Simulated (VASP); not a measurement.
# NaH (Fm-3m) in VASP: further runs

The runs below take NaH through single point, with PBEsol, HSE06.

All numbers are computed with VASP 6.6.1; they aren't measurements. Logs are shortened: lines on timing, memory, paths and dates and some standing lists are left out, and cuts for length are marked.

## Step 1: The cell of the first run

Symmetry: Fm-3m, No. 225, cubic system. Conventional cell: a = 4.795 Å, b = 4.795 Å, c = 4.795 Å, α = 90.00°, β = 90.00°, γ = 90.00°. Na (site symmetry m-3m) has 6 H at 2.40 Å within 3.2 Å. H (site symmetry m-3m) has 6 Na at 2.40 Å within 3.2 Å.

## Step 2: Single point, PBEsol

File INCAR:

```
SYSTEM = NaH
PREC     = Accurate       ! precision mode
ENCUT    = 500            ! plane-wave cutoff, eV
EDIFF    = 1E-6           ! SCF threshold, eV
ISMEAR   = 0              ! smearing method
SIGMA    = 0.01           ! smearing width, eV
LREAL    = .False.        ! projectors in reciprocal space
LASPH    = .True.         ! aspherical terms in the spheres
NELM     = 120            ! most SCF steps
ALGO     = Normal         ! electronic algorithm
ISIF     = 2              ! what is computed and relaxed
LWAVE    = .False.        ! write WAVECAR
LCHARG   = .False.        ! write CHGCAR
GGA      = PS             ! functional
NBANDS   = 11             ! bands
ISYM     = 0            
GGA_COMPAT= .False.
```

File KPOINTS:

```
Automatic mesh
0
Gamma
  6 6 6
  0 0 0.5
```

File POSCAR:

```
NaH
1.0
    0.0000000000      2.3975116422      2.3975116422
    2.3975116422      0.0000000000      2.3975116422
    2.3975116422      2.3975116422      0.0000000000
Na H
1 1
Direct
    0.0000000000      0.0000000000      0.0000000000
    0.5000000000      0.5000000000      0.5000000000
```

Potentials or basis: VASP PAW PBE potentials, release 64 (Na_pv, H).

Run with:

```console
cat potpaw_PBE.64/Na_pv/POTCAR potpaw_PBE.64/H/POTCAR > POTCAR
mpirun -np 1 vasp_std > vasp.out
```

OUTCAR:

```text
SYSTEM = NaH
   PREC = Accurate
   ENCUT = 500
   EDIFF = 1E-6
   ISMEAR = 0
   LREAL = .False.
   LASPH = .True.
   NELM = 120
   ISIF = 2
   GGA = PS
   ISYM = 0

 ion  position               nearest neighbor table
   1  0.000  0.000  0.000-
   2  0.500  0.500  0.500-

IMPORTANT INFORMATION: All symmetrisations will be switched off!
NOSYMM: (Re-)initialisation of all symmetry stuff for point group C_1.

----------------------------------------------------------------------------------------

                                     Primitive cell

  volume of cell :      27.5621

  direct lattice vectors                    reciprocal lattice vectors
     0.000000000  2.397511642  2.397511642    -0.208549561  0.208549561  0.208549561
     2.397511642  0.000000000  2.397511642     0.208549561 -0.208549561  0.208549561
     2.397511642  2.397511642  0.000000000     0.208549561  0.208549561 -0.208549561

  length of vectors
     3.390593480  3.390593480  3.390593480     0.361218435  0.361218435  0.361218435

  position of ions in fractional coordinates (direct lattice)
     0.000000000  0.000000000  0.000000000
     0.500000000  0.500000000  0.500000000

  ion indices of the primitive-cell ions
   primitive index   ion index
                 1           1
                 2           2

----------------------------------------------------------------------------------------

 KPOINTS: Automatic mesh

Automatic generation of k-mesh.
 Grid dimensions read from file:
 generate k-points for:    6    6    6

 Generating k-lattice:

  Cartesian coordinates                     Fractional coordinates (reciprocal lattice)
    -0.034758260  0.034758260  0.034758260     0.166666667  0.000000000  0.000000000
     0.034758260 -0.034758260  0.034758260     0.000000000  0.166666667  0.000000000
     0.034758260  0.034758260 -0.034758260     0.000000000  0.000000000  0.166666667

  Length of vectors
     0.060203073  0.060203073  0.060203073

  Shift w.r.t. Gamma in fractional coordinates (k-lattice)
     0.000000000  0.000000000  0.500000000

 Subroutine IBZKPT returns following result:
 ===========================================

 Found    432 irreducible k-points:

 Following reciprocal coordinates:
            Coordinates               Weight
  0.000000  0.000000  0.083333      2.000000
  0.083333  0.000000  0.000000      2.000000
  0.000000  0.083333  0.000000      2.000000
  0.083333  0.083333  0.083333      2.000000
  0.166667  0.000000  0.083333      2.000000
  0.083333  0.166667  0.000000      2.000000
[... 16 lines left out ...]
 -0.250000 -0.333333 -0.333333      2.000000
  0.083333  0.083333 -0.250000      2.000000
 [... further k-points ...]
   k-points           NKPTS =    432   k-points in BZ     NKDIM =    432   number of bands    NBANDS=     11
   number of dos      NEDOS =    301   number of ions     NIONS =      2
   total plane-waves  NPLWV =  21952
   dimension x,y,z NGX =    28 NGY =   28 NGZ =   28
   dimension x,y,z NGXF=    56 NGYF=   56 NGZF=   56
   ions per type =               1   1
   NGX,Y,Z   is equivalent  to a cutoff of  13.73, 13.73, 13.73 a.u.
   NGXF,Y,Z  is equivalent  to a cutoff of  27.46, 27.46, 27.46 a.u.
 SYSTEM =  NaH
   PREC   = accura    normal or accurate (medium, high low for compatibility)
   ISTART =      0    job   : 0-new  1-cont  2-samecut
   ICHARG =      2    charge: 1-file 2-atom 10-const
   ISPIN  =      1    spin polarized calculation?
   LNONCOLLINEAR =      F non collinear calculations
   LSORBIT =      F    spin-orbit coupling
   LASPH  =      T    aspherical Exc in radial PAW
   ENCUT  =  500.0 eV  36.75 Ry    6.06 a.u.   6.18  6.18  6.18*2*pi/ulx,y,z
   NELM   =    120;   NELMIN=  2; NELMDL= -5     # of ELM steps
   EDIFF  = 0.1E-05   stopping-criterion for ELM
   LREAL  =      F    real-space projection
   EDIFFG = 0.1E-04   stopping-criterion for IOM
   NSW    =      0    number of steps for IOM
   IBRION =     -1    ionic relax: 0-MD 1-quasi-New 2-CG
   NFREE  =      0    steps in history (QN), initial steepest desc. (CG)
   ISIF   =      2    stress and relaxation
   ISYM   =      0    0-nonsym 1-usesym 2-fastsym
   POTIM  = 0.5000    time-step for ionic-motion
   TEBEG  =    0.0;   TEEND  =   0.0 temperature during run
   PSTRESS=    0.0 pullay stress
   NELECT =       8.0000    total number of electrons
   NUPDOWN=      -1.0000    fix difference up-down
   EMIN   =  10.00;   EMAX   =-10.00  energy-range for DOS
   EFERMI =   0.00;   METHOD = LEGACY
   ISMEAR =     0;   SIGMA  =   0.01  broadening in eV -4-tet -1-fermi 0-gaus
   EFERMI_NEDOS =   21; number of points for ismear=-14 and -15
   IALGO  =     38    algorithm
   IMIX   =      4    mixing-type and parameters
     AMIX     =   0.40;   BMIX     =  1.00
     AMIX_MAG =   1.60;   BMIX_MAG =  1.00
  volume/ion in A,a.u.               =      13.78        93.00
  Fermi-wavevector in a.u.,A,eV,Ry     =   1.083929  2.048328 15.985508  1.174902
  Thomas-Fermi vector in A             =   2.220007
   LORBIT       =      0    0 simple, 1 ext, 2 COOP (PROOUT), +10 PAW based schemes
   GGA     = PS    functional components
   LHFCALC =     F    Hartree Fock is set to
   AEXX    =    0.0000 exact exchange contribution
   IVDW    =     0    specifies the selected vdW correction
   LEPSILON=     F    determine dielectric tensor
   LRPA    =     F    only Hartree local field effects (RPA)
 non-spin polarized calculation
 Gauss-broadening in eV      SIGMA  =   0.01
  energy-cutoff  :      500.00
  volume of cell :       27.56
 maximum number of plane-waves:       709
 NGX is ok and might be reduce to    28
   NGX = 13   NGY = 13   NGZ = 13

 number of electron       7.9999992 magnetization

 Free energy of the ion-electron system (eV)
  ---------------------------------------------------
  ext. energy  EPLUGINS =         0.00000000
  ---------------------------------------------------
  free energy    TOTEN  =        -5.08581341 eV

  energy without entropy =       -5.08581341  energy(sigma->0) =       -5.08581341

 E-fermi :  -0.9908     XC(G=0):  -7.9702

 val. band max:       -1.1134415059   @ k =   0.5000   0.2500  -0.3333
 cond. band min:       2.7678403348   @ k =   0.5000   0.5000   0.4167
 fundamental gap:      3.8812818407
 Fermi energy:        -0.9907674175

 k-point     1 :       0.0000    0.0000    0.0833
  band No.  band energies     occupation
      1     -22.9853      2.00000
      2     -22.9790      2.00000
      3     -22.9790      2.00000
      4      -4.6863      2.00000
      5       9.1856      0.00000
      6      12.7749      0.00000
      7      14.0936      0.00000
      8      14.0936      0.00000
      9      16.1140      0.00000
     10      16.1140      0.00000
     11      16.2344      0.00000

 k-point     2 :       0.0833    0.0000    0.0000
  band No.  band energies     occupation
      1     -22.9853      2.00000
      2     -22.9790      2.00000
      3     -22.9790      2.00000
      4      -4.6863      2.00000
      5       9.1856      0.00000
      6      12.7749      0.00000
      7      14.0936      0.00000
      8      14.0936      0.00000
      9      16.1140      0.00000
     10      16.1140      0.00000
     11      16.2344      0.00000

 k-point     3 :       0.0000    0.0833    0.0000
  band No.  band energies     occupation
      1     -22.9853      2.00000
      2     -22.9790      2.00000
      3     -22.9790      2.00000
      4      -4.6863      2.00000
      5       9.1856      0.00000
      6      12.7749      0.00000
      7      14.0936      0.00000
      8      14.0936      0.00000
      9      16.1140      0.00000
     10      16.1140      0.00000
     11      16.2344      0.00000

 k-point     4 :       0.0833    0.0833    0.0833
  band No.  band energies     occupation
      1     -22.9853      2.00000
      2     -22.9790      2.00000
      3     -22.9790      2.00000
      4      -4.6863      2.00000
      5       9.1856      0.00000
      6      12.7749      0.00000
      7      14.0936      0.00000
      8      14.0936      0.00000
      9      16.1140      0.00000
     10      16.1140      0.00000
     11      16.2344      0.00000

 k-point     5 :       0.1667    0.0000    0.0833
  band No.  band energies     occupation
      1     -22.9995      2.00000
      2     -22.9834      2.00000
      3     -22.9821      2.00000
      4      -4.3627      2.00000
      5       8.2522      0.00000
      6      11.3628      0.00000
      7      12.6387      0.00000
      8      13.9574      0.00000
      9      15.5220      0.00000
     10      17.5954      0.00000
     11      18.1315      0.00000

 k-point     6 :       0.0833    0.1667    0.0000
  band No.  band energies     occupation
      1     -22.9995      2.00000
      2     -22.9834      2.00000
      3     -22.9821      2.00000
      4      -4.3627      2.00000
      5       8.2522      0.00000
      6      11.3628      0.00000
      7      12.6387      0.00000
      8      13.9574      0.00000
      9      15.5220      0.00000
     10      17.5954      0.00000
     11      18.1306      0.00000

 k-point     7 :       0.0000    0.0833    0.1667
  band No.  band energies     occupation
      1     -22.9995      2.00000
      2     -22.9834      2.00000
      3     -22.9821      2.00000
      4      -4.3627      2.00000
      5       8.2522      0.00000
      6      11.3628      0.00000
      7      12.6387      0.00000
      8      13.9574      0.00000
      9      15.5220      0.00000
     10      17.5954      0.00000
     11      18.1301      0.00000

 k-point     8 :       0.1667    0.1667    0.0833
  band No.  band energies     occupation
      1     -22.9995      2.00000
      2     -22.9834      2.00000
      3     -22.9821      2.00000
      4      -4.3627      2.00000
      5       8.2522      0.00000
      6      11.3628      0.00000
      7      12.6387      0.00000
      8      13.9574      0.00000
      9      15.5220      0.00000
     10      17.5954      0.00000
     11      18.1301      0.00000
[... 141 lines left out ...]
 k-point    19 :       0.0000    0.0833    0.3333
  band No.  band energies     occupation
      1     -23.0483      2.00000
      2     -22.9900      2.00000
      3     -22.9884      2.00000
      4      -3.1766      2.00000
      5       5.0907      0.00000
      6       9.5168      0.00000
      7      11.9017      0.00000
      8      13.8818      0.00000
      9      14.8964      0.00000
     10      17.2325      0.00000
     11      18.4137      0.00000

 k-point    20 :       0.3333    0.3333    0.2500
  band No.  band energies     occupation
      1     -23.0483      2.00000
      2     -22.9900      2.00000
      3     -22.9884      2.00000
      4      -3.1766      2.00000
      5       5.0907      0.00000
      6       9.5168      0.00000
      7      11.9017      0.00000
      8      13.8818      0.00000
      9      14.8964      0.00000
     10      17.2325      0.00000
     11      18.4137      0.00000

 k-point    21 :       0.0833   -0.2500    0.0833
  band No.  band energies     occupation
      1     -23.0483      2.00000
      2     -22.9900      2.00000
      3     -22.9884      2.00000
      4      -3.1766      2.00000
      5       5.0907      0.00000
      6       9.5168      0.00000
      7      11.9017      0.00000
      8      13.8819      0.00000
      9      14.8964      0.00000
     10      17.2325      0.00000
     11      18.4137      0.00000

 k-point    22 :       0.3333    0.0833    0.0000
  band No.  band energies     occupation
      1     -23.0483      2.00000
      2     -22.9900      2.00000
      3     -22.9884      2.00000
      4      -3.1766      2.00000
      5       5.0907      0.00000
      6       9.5168      0.00000
      7      11.9017      0.00000
      8      13.8818      0.00000
      9      14.8964      0.00000
     10      17.2325      0.00000
     11      18.4137      0.00000

 k-point    23 :      -0.2500   -0.3333   -0.3333
  band No.  band energies     occupation
      1     -23.0483      2.00000
      2     -22.9900      2.00000
      3     -22.9884      2.00000
      4      -3.1766      2.00000
      5       5.0907      0.00000
      6       9.5168      0.00000
      7      11.9017      0.00000
      8      13.8818      0.00000
      9      14.8964      0.00000
     10      17.2325      0.00000
     11      18.4137      0.00000

 k-point    24 :       0.0833    0.0833   -0.2500
  band No.  band energies     occupation
      1     -23.0483      2.00000
      2     -22.9900      2.00000
      3     -22.9884      2.00000
      4      -3.1766      2.00000
      5       5.0907      0.00000
      6       9.5168      0.00000
      7      11.9017      0.00000
      8      13.8819      0.00000
      9      14.8964      0.00000
     10      17.2325      0.00000
     11      18.4137      0.00000

 [... further k-points ...]
[... 5 lines left out ...]
  --------------------------------------------------------------------------------------
  -------------------------------------------------------------------------------------
  Total       -0.0191319     -0.0191293     -0.0191287     -0.0000095     -0.0000096     -0.0000105
  in kB       -1.1121318     -1.1119789     -1.1119474     -0.0005519     -0.0005597     -0.0006118
  external PRESSURE =      -1.1120194 kB  Pullay stress =       0.0000000 kB

 VOLUME and BASIS-vectors are now :
 -----------------------------------------------------------------------------
  energy-cutoff  :      500.00
  volume of cell :       27.56
      direct lattice vectors                 reciprocal lattice vectors
     0.000000000  2.397511642  2.397511642    -0.208549561  0.208549561  0.208549561
     2.397511642  0.000000000  2.397511642     0.208549561 -0.208549561  0.208549561
     2.397511642  2.397511642  0.000000000     0.208549561  0.208549561 -0.208549561

 POSITION                                       TOTAL-FORCE (eV/Angst)
 -----------------------------------------------------------------------------------
      0.00000      0.00000      0.00000        -0.000000     -0.000000      0.000000
      2.39751      2.39751      2.39751         0.000000      0.000000     -0.000000
 -----------------------------------------------------------------------------------
    total drift:                               -0.000000     -0.000000      0.000000

  FREE ENERGIE OF THE ION-ELECTRON SYSTEM (eV)
  ---------------------------------------------------
  free  energy   TOTEN  =        -5.0858134146 eV

  energy  without entropy=       -5.0858134146  energy(sigma->0) =       -5.08581341
```

It took 3.3 min on 1 thread of AMD EPYC 7R43 (Zen 3), shared host; peak memory 0.2 GiB.

Results:

```
Free energy            : -5.0858 eV
Pressure               : -0.1 GPa
Band gap on the k mesh : 3.88 eV, indirect (least direct gap 4.67 eV)
```

Caveat: the PAW data sets were made with another functional, which shifts forces and pressure a little. A k mesh can miss the band edges.

(Part 1 of 2 ends here.)
